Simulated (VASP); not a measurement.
Here is a VASP 6.6.1 calculation.

Contents of INCAR:

```
PREC = Accurate
ENCUT = 600
EDIFF = 1E-8
ISMEAR = -1
SIGMA = 0.15
LREAL = F
LASPH = T
NELM = 120
ALGO = Normal
ISIF = 2
LWAVE = F
LCHARG = F
GGA = PS
NBANDS = 20
IBRION = 8
NSW = 1
GGA_COMPAT = F
KPAR = 4
```

Contents of KPOINTS:

```
regular mesh
0
Gamma
  12 12 12
```

POSCAR

```
Y2C
1.0
    1.7629976123      1.0178671461      5.9435716155
   -1.7629976123      1.0178671461      5.9435716155
    0.0000000000     -2.0357342921      5.9435716155
Y C
2 1
Direct
    0.2587076052      0.2587076052      0.2587076052
    0.7412923948      0.7412923948      0.7412923948
    0.0000000000      0.0000000000      0.0000000000
```

Potentials or basis: VASP PAW PBE potentials, release 64 (Y_sv, C).

Run with:

```bash
$ cat potpaw_PBE.64/Y_sv/POTCAR potpaw_PBE.64/C/POTCAR > POTCAR
$ mpirun -np 4 vasp_std > vasp.out
```

Q: What does it give for the highest phonon frequency at Γ?

A: 416 cm⁻¹.

Phonon frequencies in cm⁻¹ (negative: imaginary):
```tsv
q point	frequencies
(0.000, 0.000, 0.000)	0 0 0 141 141 235 364 364 416
```

Caveat: the cell stands under pressure or tension, which shifts response properties.
